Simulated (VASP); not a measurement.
Set up this calculation in VASP 6.6.1, as the native input.

* Task: single point
* Functional: PBE
* Potentials or basis: VASP PAW PBE potentials, release 64 (Ni, O)
* Cutoff: 520 eV
* k mesh: 12 × 12 × 8
* Occupations: gaussian, width 0.05 eV
* Spin: collinear spin, antiferromagnetic start
* Starting moments: [2.0, -2.0, 0.0, 0.0] μB
* Dipole correction: no
* Further INCAR settings: ALGO = Normal; EDIFF = 1e-06; NBANDS = 28

The structure of NiO lies in POSCAR:

```
NiO
1.0
    0.0000000000      2.1084194085     -2.1084194085
    0.0000000000      2.1084194085      2.1084194085
    4.2168388170      0.0000000000      0.0000000000
Ni O
2 2
Direct
    0.0000000000      0.0000000000      0.0000000000
    0.5000000000      0.5000000000      0.5000000000
    0.0000000000      1.0000000000      0.5000000000
    0.5000000000      1.5000000000      1.0000000000
```

The input as run:

INCAR

```
PREC = Accurate ; ENCUT = 520
EDIFF = 1E-6 ; ISMEAR = 0
SIGMA = 0.05 ; LREAL = F
LASPH = T ; NELM = 150
ALGO = Normal ; ISIF = 2
LWAVE = F ; LCHARG = F
ISPIN = 2 ; MAGMOM = 2 -2 0 0
LORBIT = 11 ; LMAXMIX = 4
GGA = PE ; NBANDS = 28
```

KPOINTS

```
Automatic mesh
0
Gamma
  12 12 8
```

Potentials or basis: VASP PAW PBE potentials, release 64 (Ni, O).

The run is started by

```console
$ cat potpaw_PBE.64/Ni/POTCAR potpaw_PBE.64/O/POTCAR > POTCAR
$ mpirun -np 1 vasp_std > vasp.out
```

Results of the run:

* Pressure: 0.0 GPa
* Band gap on the k mesh: zero (filled and empty bands overlap)
* Net moment: 0.00 μB per cell
* Site moments: Ni +1.47, -1.47; O -0.09, +0.09 μB
* Valence electrons inside the program's atomic spheres: Ni 8.93; O 4.97

Caveat: semilocal functionals often make such compounds metallic where correlation or magnetic order opens a gap, which also shifts bond lengths.

It took 7.5 min on 1 thread of AMD EPYC 7R13 (shared host), peak memory 0.29 GiB.
